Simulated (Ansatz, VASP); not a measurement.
## LaW3F: VASP beside Ansatz

```
CELL_PARAMETERS angstrom
4.86786 0.00000 0.00000
0.00000 4.86786 0.00000
0.00000 0.00000 4.86786
ATOMIC_POSITIONS crystal
La 0.00000 0.00000 0.00000
W 0.50000 0.00000 0.00000
W 0.00000 0.50000 0.00000
W 0.00000 0.00000 0.50000
F 0.50000 0.50000 0.50000
```

Alike in both runs: functional PBE; k mesh 4 × 4 × 4; occupations gaussian, width 0.1 eV; no spin polarisation.

Ansatz relaxed the structure, and its values are those at the end. VASP's run is a single point on that final structure, the one shown.

|  | VASP | Ansatz |
| --- | --- | --- |
| version | VASP 6.6.1 | Ansatz 0.2.0 |
| potentials or method | VASP PAW PBE potentials, release 64 (La, W_sv, F), cutoff 520 eV | scalar-relativistic, plane waves, PAW |
| valence electrons in the cell | 60 | 60 |

Ansatz gave:

- gap on the k mesh at the Fermi level (eV): none
- pressure (GPa): 0.1

Q: Which values does VASP return?

A: gap on the k mesh at the Fermi level (eV): none; pressure (GPa): 0.5.

A gap of «none» marks a metal or a gap that the smearing closes.

Neither program's run includes spin-orbit coupling.
